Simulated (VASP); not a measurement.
# CuAs: single point with LDA

The system is CuAs.

```xyz
4
Lattice="3.6915 0.0000 0.0000 -1.8458 3.1969 0.0000 0.0000 0.0000 4.9876" Properties=species:S:1:pos:R:3 pbc="T T T"
Cu    0.0000    0.0000    2.4938
Cu    0.0000    0.0000    0.0000
As    1.8458    1.0656    3.7407
As    0.0000    2.1313    1.2469
```

```yaml
Program: VASP 6.6.1
Task: single point
Functional: LDA
Potentials_or_basis: VASP PAW LDA potentials, release 64 (Cu, As)
Cutoff: 520 eV
k_mesh: 12 × 12 × 8
Occupations: gaussian, width 0.15 eV
Spin: no spin polarisation
```

```json
{"Pressure": "3.4 GPa", "Band gap on the k mesh": "zero (band 16 reaches 9.08 eV, above the bottom of band 17 at 6.69 eV)"}
```

Stress tensor (GPa, compression positive):
```
 5.31  0.00  0.00
 0.00  5.31  0.00
 0.00  0.00 -0.30
```

Levels at points of the mesh, in eV from the Fermi level:
```
           k point  band 12  band 13  band 14  band 15  band 16  band 17  band 18  band 19  band 20  band 21
(0.00, 0.00, 0.00)    -3.26    -1.90    -0.05    -0.05     1.54     1.54     2.71     2.94     4.37     6.49
(0.50, 0.00, 0.00)    -3.35    -3.27    -3.26    -3.21    -2.27    -0.06     2.65     3.41     4.91     5.54
(0.00, 0.00, 0.50)    -3.87    -1.30    -1.30     1.14     1.14     1.14     1.14     4.82     4.82     6.09
(0.50, 0.00, 0.50)    -3.67    -3.51    -3.51    -0.69    -0.69     0.51     0.51     4.52     4.52     7.10
```

Wall time 56 s on 1 thread of Intel(R) Xeon(R) 6975P-C (Granite Rapids), with other jobs on the host, peak memory 0.23 GiB.
